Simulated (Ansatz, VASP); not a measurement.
**CaO: VASP beside Ansatz**

The input INCAR:

```
SYSTEM = CaO
PREC = Accurate ; ENCUT = 520
EDIFF = 1E-6 ; ISMEAR = 0
SIGMA = 0.05 ; LREAL = .False.
LASPH = .True. ; NELM = 60
ALGO = Normal ; ISIF = 2
LWAVE = .False. ; LCHARG = .False.
GGA = PE ; NBANDS = 24
```

Contents of KPOINTS:

```
Automatic mesh
0
Gamma
  9 9 6
  0 0 0
```

POSCAR

```
CaO
1.0
    4.1117350992      0.0000000000      0.0000000000
   -2.0558675496      3.5608670496      0.0000000000
    0.0000000000      0.0000000000      4.8566126101
Ca O
2 2
Direct
    0.3333333333      0.6666666667      0.7500000000
    0.6666666667      0.3333333333      0.2500000000
    0.3333333333      0.6666666667      0.2500000000
    0.6666666667      0.3333333333      0.7500000000
```

Input for Ansatz:

```yaml
crystal:
  lattice:
    - [4.1117350992, 0.0, 0.0]
    - [-2.0558675496, 3.5608670496, 0.0]
    - [0.0, 0.0, 4.8566126101]
  atoms:
    - { symbol: Ca, position: [0.3333333333, 0.6666666667, 0.75] }
    - { symbol: Ca, position: [0.6666666667, 0.3333333333, 0.25] }
    - { symbol: O, position: [0.3333333333, 0.6666666667, 0.25] }
    - { symbol: O, position: [0.6666666667, 0.3333333333, 0.75] }
basis:
  ecutwfc: 420
kpoints:
  mp_grid: { grid: [9, 9, 6] }
hamiltonian:
  xc: pbe
scf:
  occupations: { method: gaussian, width: 0.05 }
output:
  forces: true
  stress: true
  eigenvalues: true
```

Change from the starting cell: strain +0.030 along x and y, +0.015 along z, atoms carried along.

Alike in both runs: task single point; functional PBE; k mesh 9 × 9 × 6; occupations gaussian, width 0.05 eV; no spin polarisation.

```csv
,VASP,Ansatz
version,VASP 6.6.1,Ansatz 0.2.0
potentials or method,"VASP PAW PBE potentials, release 64 (Ca_sv, O), cutoff 520 eV","scalar-relativistic, plane waves, PAW"
valence electrons in the cell,32,32
```

```tsv
	VASP	Ansatz	Ansatz less VASP
gap on the k mesh at the Fermi level (eV)	2.87	2.88	+0.013
least direct gap on the mesh (eV)	2.87	2.88	+0.013
pressure (GPa)	-4.2	-4.6	-0.37
traceless stress, the component that is largest in VASP (GPa)	0.67	0.61	-0.058
```
